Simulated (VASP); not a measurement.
Input of a VASP 6.6.1 run:

The input INCAR:

```
SYSTEM = GaN
  PREC = Accurate
  ENCUT = 600
  EDIFF = 1E-6
  ISMEAR = 0
  SIGMA = 0.01
  LREAL = .FALSE.
  LASPH = .TRUE.
  NELM = 120
  ALGO = Normal
  ISIF = 2
  LWAVE = .FALSE.
  LCHARG = .TRUE.
  GGA = PS
  IVDW = 12
  LELF = .TRUE.
  LVHAR = .TRUE.
  NBANDS = 16
  GGA_COMPAT = .FALSE.
```

The input KPOINTS:

```
Automatic mesh
0
G
  8 8 8
  0 0 0
```

Contents of POSCAR:

```
GaN
1.0
    0.0000000000      2.2535006100      2.2535006100
    2.2535006100      0.0000000000      2.2535006100
    2.2535006100      2.2535006100      0.0000000000
Ga N
1 1
Direct
    0.0000000000      0.0000000000      0.0000000000
    0.7500000000      0.7500000000      0.7500000000
```

Potentials or basis: VASP PAW PBE potentials, release 64 (Ga_d, N).

Command:

```console
$ cat potpaw_PBE.64/Ga_d/POTCAR potpaw_PBE.64/N/POTCAR > POTCAR
$ mpirun -np 1 vasp_std > vasp.out
```

Question: Predict the band gap on the k mesh.

Answer: 1.68 eV, direct.

Question: Estimate the pressure.

Answer: -4.6 GPa.

Caveat: three body term missing; the PAW data sets were made with another functional, which shifts forces and pressure a little.
